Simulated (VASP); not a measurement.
# ZnS (R3m) in VASP: further runs, part 2 of 2

VASP 6.6.1.

## Step 4: Single point, r2SCAN

This run uses another cell than the first one, of the same volume but with other edges.

The input, POSCAR:

```
ZnS
1.0
   -0.1293074470      2.6415664171      2.6415664171
    2.6415664171     -0.1293074470      2.6415664171
    2.6415664171      2.6415664171     -0.1293074470
Zn S
1 1
Direct
    0.0000000000      0.0000000000      0.0000000000
    0.7500000000      0.7500000000      0.7500000000
```

The input, INCAR.step1:

```
ALGO     = Normal         # electronic algorithm
EDIFF    = 1E-4           # SCF threshold, eV
ENCUT    = 520            # plane-wave cutoff, eV
GGA      = PE             # functional
ISMEAR   = 0              # smearing method
LASPH    = True           # aspherical terms in the spheres
LCHARG   = False          # write CHGCAR
LREAL    = False          # projectors in reciprocal space
LWAVE    = True           # write WAVECAR
NBANDS   = 16             # bands
NELM     = 100            # most SCF steps
PREC     = Accurate       # precision mode
SIGMA    = 0.05           # smearing width, eV
```

The input, INCAR.step2:

```
ALGO     = Normal         # electronic algorithm
EDIFF    = 1E-6           # SCF threshold, eV
ENCUT    = 520            # plane-wave cutoff, eV
ISIF     = 2              # what is computed and relaxed
ISMEAR   = 0              # smearing method
ISTART   = 1            
LASPH    = True           # aspherical terms in the spheres
LCHARG   = False          # write CHGCAR
LMIXTAU  = True         
LREAL    = False          # projectors in reciprocal space
LWAVE    = False          # write WAVECAR
METAGGA  = R2SCAN         # meta-GGA
NBANDS   = 16             # bands
NELM     = 100            # most SCF steps
PREC     = Accurate       # precision mode
SIGMA    = 0.05           # smearing width, eV
```

The input, KPOINTS:

```
k-points
0
Gamma
  8 8 8
```

Launch:

```bash
cat potpaw_PBE.64/Zn/POTCAR potpaw_PBE.64/S/POTCAR > POTCAR
cp INCAR.step1 INCAR
mpirun -np 1 vasp_std > vasp.out
cp INCAR.step2 INCAR
mpirun -np 1 vasp_std > vasp.out
```

Wall time 1.7 min (1 thread of AMD EPYC 9R45 (Zen 5), shared host); peak memory 0.16 GiB.

Results (log left out):

| Item | Value |
| --- | --- |
| Free energy | -18.8003 eV |
| Pressure | -0.1 GPa |
| Largest force | 0.612 eV/Å |
| Band gap on the k mesh | 2.46 eV, direct |

Forces on the atoms (eV/Å):
```
Zn   0.353  0.353  0.353
S   -0.353 -0.353 -0.353
```

Stress tensor (GPa, compression positive):
```
-0.09  3.75  3.75
 3.75 -0.09  3.75
 3.75  3.75 -0.09
```

Levels at points of the mesh, in eV from the valence-band top:
| k point | band 6 | band 7 | band 8 | band 9 | band 10 | band 11 | band 12 | band 13 |
| --- | --- | --- | --- | --- | --- | --- | --- | --- |
| (0.00, 0.00, 0.00) | -6.10 | -0.21 | -0.21 | 0.00 | 2.46 | 6.44 | 6.44 | 7.62 |
| (0.50, 0.00, 0.00) | -5.92 | -5.47 | -0.93 | -0.88 | 3.82 | 7.05 | 7.77 | 9.18 |
| (0.50, 0.50, 0.00) | -5.88 | -4.74 | -2.64 | -2.13 | 3.48 | 4.50 | 11.27 | 12.52 |
| (0.50, 0.50, 0.50) | -5.89 | -5.49 | -1.30 | -1.30 | 3.23 | 6.93 | 6.93 | 9.37 |

Caveat: the PAW data sets were made with another functional, which shifts forces and pressure a little.

## Step 5: Single point, r2SCAN

This run uses another cell than the first one, of the same volume but with other edges.

The input, POSCAR:

```
ZnS
1.0
    0.1405945702      2.7767427621      2.7767427621
    2.7767427621      0.1405945702      2.7767427621
    2.7767427621      2.7767427621      0.1405945702
Zn S
1 1
Direct
    0.0000000000      0.0000000000      0.0000000000
    0.7500000000      0.7500000000      0.7500000000
```

The input, INCAR.step1:

```
ALGO = Normal
EDIFF = 1E-4
ENCUT = 520
GGA = PE
ISMEAR = 0
LASPH = T
LCHARG = F
LREAL = F
LWAVE = T
NBANDS = 16
NELM = 100
PREC = Accurate
SIGMA = 0.05
```

The input, INCAR.step2:

```
ALGO = Normal
EDIFF = 1E-7
ENCUT = 520
ISIF = 2
ISMEAR = 0
ISTART = 1
LASPH = T
LCHARG = F
LMIXTAU = T
LREAL = F
LWAVE = F
METAGGA = R2SCAN
NBANDS = 16
NELM = 100
PREC = Accurate
SIGMA = 0.05
```

KPOINTS is that of step 4.

Potentials or basis: VASP PAW PBE potentials, release 64 (Zn, S).

Launch:

```bash
cat potpaw_PBE.64/Zn/POTCAR potpaw_PBE.64/S/POTCAR > POTCAR
cp INCAR.step1 INCAR
mpirun -np 1 vasp_std > vasp.out
cp INCAR.step2 INCAR
mpirun -np 1 vasp_std > vasp.out
```

OUTCAR:

```text
EDIFF = 1E-7
   ENCUT = 520
   ISIF = 2
   ISMEAR = 0
   ISTART = 1
   LASPH = T
   LREAL = F
   METAGGA = R2SCAN
   NELM = 100
   PREC = Accurate

 ion  position               nearest neighbor table
   1  0.000  0.000  0.000-   2 2.30   2 2.30   2 2.30   2 2.47
   2  0.750  0.750  0.750-   1 2.30   1 2.30   1 2.30   1 2.47

  LATTYP: Found a trigonal (rhomboedric) cell.
 ALAT       =     3.9294233123
 COS(alpha) =     0.5499279885

  Lattice vectors:

 A1 = (   0.1405945702,   2.7767427621,   2.7767427621)
 A2 = (   2.7767427621,   0.1405945702,   2.7767427621)
 A3 = (   2.7767427621,   2.7767427621,   0.1405945702)

Analysis of symmetry for initial positions (statically):
=====================================================================
 Subroutine PRICEL returns:
 Original cell was already a primitive cell.

 Routine SETGRP: Setting up the symmetry group for a
 trigonal (rhombohedral) supercell.

 Subroutine GETGRP returns: Found  6 space group operations
 (whereof  6 operations were pure point group operations)
 out of a pool of 12 trial point group operations.

The static configuration has the point symmetry C_3v.

Analysis of symmetry for dynamics (positions and initial velocities):
=====================================================================
 Subroutine PRICEL returns:
 Original cell was already a primitive cell.

 Routine SETGRP: Setting up the symmetry group for a
 trigonal (rhombohedral) supercell.

 Subroutine GETGRP returns: Found  6 space group operations
 (whereof  6 operations were pure point group operations)
 out of a pool of 12 trial point group operations.

The dynamic configuration has the point symmetry C_3v.

 Subroutine INISYM returns: Found  6 space group operations
 (whereof  6 operations are pure point group operations),
 and found     1 'primitive' translations
[... 105 lines left out ...]
   PSTRESS=    0.0 pullay stress
   NELECT =      18.0000    total number of electrons
   NUPDOWN=      -1.0000    fix difference up-down
   EMIN   =  10.00;   EMAX   =-10.00  energy-range for DOS
   EFERMI =   0.00;   METHOD = LEGACY
   ISMEAR =     0;   SIGMA  =   0.05  broadening in eV -4-tet -1-fermi 0-gaus
   EFERMI_NEDOS =   21; number of points for ismear=-14 and -15
   IALGO  =     38    algorithm
   IMIX   =      4    mixing-type and parameters
     AMIX     =   0.40;   BMIX     =  1.00
     AMIX_MAG =   1.60;   BMIX_MAG =  1.00
  volume/ion in A,a.u.               =      19.78       133.51
  Fermi-wavevector in a.u.,A,eV,Ry     =   1.259055  2.379268 21.568210  1.585219
  Thomas-Fermi vector in A             =   2.392634
   LORBIT       =      0    0 simple, 1 ext, 2 COOP (PROOUT), +10 PAW based schemes
   METAGGA = R2SCAN    functional components
   LHFCALC =     F    Hartree Fock is set to
   AEXX    =    0.0000 exact exchange contribution
   IVDW    =     0    specifies the selected vdW correction
   LEPSILON=     F    determine dielectric tensor
   LRPA    =     F    only Hartree local field effects (RPA)
 non-spin polarized calculation
 Gauss-broadening in eV      SIGMA  =   0.05
  energy-cutoff  :      520.00
  volume of cell :       39.57
 maximum number of plane-waves:      1078
 NGX is ok and might be reduce to    30

 number of electron      18.0000003 magnetization

 Free energy of the ion-electron system (eV)
  ---------------------------------------------------
  ext. energy  EPLUGINS =         0.00000000
  ---------------------------------------------------
  free energy    TOTEN  =       -18.80165318 eV

  energy without entropy =      -18.80165318  energy(sigma->0) =      -18.80165318

 E-fermi :   2.1381     XC(G=0): -10.2654

 val. band max:        1.9222822068   @ k =   0.0000   0.0000   0.0000
 cond. band min:       4.3629431463   @ k =   0.0000   0.0000   0.0000
 fundamental gap:      2.4406609396
 Fermi energy:         2.1380879260

 k-point     1 :       0.0000    0.0000    0.0000
  band No.  band energies     occupation
      1     -11.8651      2.00000
      2      -4.7187      2.00000
      3      -4.7187      2.00000
      4      -4.6637      2.00000
      5      -4.1561      2.00000
      6      -4.1561      2.00000
[... 433 lines left out ...]
      3      -4.6147      2.00000
      4      -4.5367      2.00000
      5      -4.1624      2.00000
      6      -4.1371      2.00000
[... 8 lines left out ...]
     15      14.2444      0.00000
     16      15.4590      0.00000

 [... further k-points ...]
[... 5 lines left out ...]
  --------------------------------------------------------------------------------------
  -------------------------------------------------------------------------------------
  Total       -0.0396146     -0.0396146     -0.0396146     -0.7988677     -0.7988677     -0.7988677
  in kB       -1.6039931     -1.6039931     -1.6039931    -32.3461221    -32.3461221    -32.3461221
  external PRESSURE =      -1.6039931 kB  Pullay stress =       0.0000000 kB

 VOLUME and BASIS-vectors are now :
 -----------------------------------------------------------------------------
  energy-cutoff  :      520.00
  volume of cell :       39.57
      direct lattice vectors                 reciprocal lattice vectors
     0.140594570  2.776742762  2.776742762    -0.194353899  0.184987446  0.184987446
     2.776742762  0.140594570  2.776742762     0.184987446 -0.194353899  0.184987446
     2.776742762  2.776742762  0.140594570     0.184987446  0.184987446 -0.194353899

 POSITION                                       TOTAL-FORCE (eV/Angst)
 -----------------------------------------------------------------------------------
      0.00000      0.00000      0.00000        -0.190679     -0.190679     -0.190679
      4.27056      4.27056      4.27056         0.190679      0.190679      0.190679
 -----------------------------------------------------------------------------------
    total drift:                               -0.002996     -0.002996     -0.002996

  FREE ENERGIE OF THE ION-ELECTRON SYSTEM (eV)
  ---------------------------------------------------
  free  energy   TOTEN  =       -18.8016531763 eV

  energy  without entropy=      -18.8016531763  energy(sigma->0) =      -18.80165318
```

OSZICAR.step1:

```text
N       E                     dE             d eps       ncg     rms          rms(c)
DAV:   1     0.881872170638E+02    0.88187E+02   -0.89727E+03  2088   0.134E+03
DAV:   2    -0.144806150216E+01   -0.89635E+02   -0.83870E+02  2320   0.259E+02
DAV:   3    -0.716763103634E+01   -0.57196E+01   -0.56945E+01  2592   0.640E+01
DAV:   4    -0.722570783171E+01   -0.58077E-01   -0.58065E-01  2512   0.663E+00
DAV:   5    -0.722640483416E+01   -0.69700E-03   -0.69697E-03  2680   0.701E-01    0.700E+00
DAV:   6    -0.680758407813E+01    0.41882E+00   -0.74811E-01  3120   0.302E+01    0.544E+00
DAV:   7    -0.678597572467E+01    0.21608E-01   -0.25928E-01  2608   0.457E+00    0.273E+00
DAV:   8    -0.678520128408E+01    0.77444E-03   -0.57618E-03  2624   0.921E-01    0.706E-01
DAV:   9    -0.678542670073E+01   -0.22542E-03   -0.13084E-03  2576   0.286E-01    0.962E-02
DAV:  10    -0.678558915010E+01   -0.16245E-03   -0.20513E-04  2560   0.114E-01    0.364E-02
DAV:  11    -0.678558604573E+01    0.31044E-05   -0.29243E-05  1336   0.575E-02
   1 F= -.67855860E+01 E0= -.67855860E+01  d E =-.137136E-13
```

Wall time 2.2 min (1 thread of AMD EPYC 9R45 (Zen 5), shared host); peak memory 0.16 GiB.

What came out:

| Quantity | Value |
| --- | --- |
| Free energy | -18.8017 eV |
| Pressure | -0.2 GPa |
| Largest force | 0.330 eV/Å |
| Band gap on the k mesh | 2.44 eV, direct |

Forces on the atoms (eV/Å):
```
Zn  -0.191 -0.191 -0.191
S    0.191  0.191  0.191
```

Stress tensor (GPa, compression positive):
```
-0.16 -3.23 -3.23
-3.23 -0.16 -3.23
-3.23 -3.23 -0.16
```

Levels at points of the mesh, in eV from the valence-band top:
```tsv
k point	band 5	band 6	band 7	band 8	band 9	band 10	band 11	band 12	band 13	band 14
(0.00, 0.00, 0.00)	-6.08	-6.08	-0.36	0.00	0.00	2.44	6.25	7.17	7.17	12.24
(0.50, 0.00, 0.00)	-6.04	-5.86	-5.49	-1.14	-1.04	3.51	6.86	7.55	9.30	12.61
(0.50, 0.50, 0.00)	-6.00	-5.87	-4.73	-2.60	-2.13	3.50	4.51	11.19	12.60	13.00
(0.50, 0.50, 0.50)	-6.06	-5.99	-5.39	-0.68	-0.68	4.22	7.64	7.64	8.98	12.96
```

Caveat: the PAW data sets were made with another functional, which shifts forces and pressure a little.

## Step 6: Overview

```csv
cell,gap on the mesh (eV),pressure (GPa),largest force (eV/Å)
"a = 4.093 Å, angles 52.2°, 2 atoms",1.74,2.8,0.46
"a = 4.818 Å, angles 38.9°, 2 atoms",none,18.8,0.74
"a = 3.738 Å, angles 63.2°, 2 atoms",2.46,-0.1,0.61
"a = 3.929 Å, angles 56.6°, 2 atoms",2.44,-0.2,0.33
```

Alike in all rows: task single point; level r2SCAN; potentials or basis VASP PAW PBE potentials, release 64 (Zn, S); no spin polarisation; k mesh 8 × 8 × 8; cutoff (eV) 520; smearing gaussian 0.05 eV.

Caveats: the PAW data sets were made with another functional, which shifts forces and pressure a little.

Absolute energies hang on the potentials; compare differences alone.
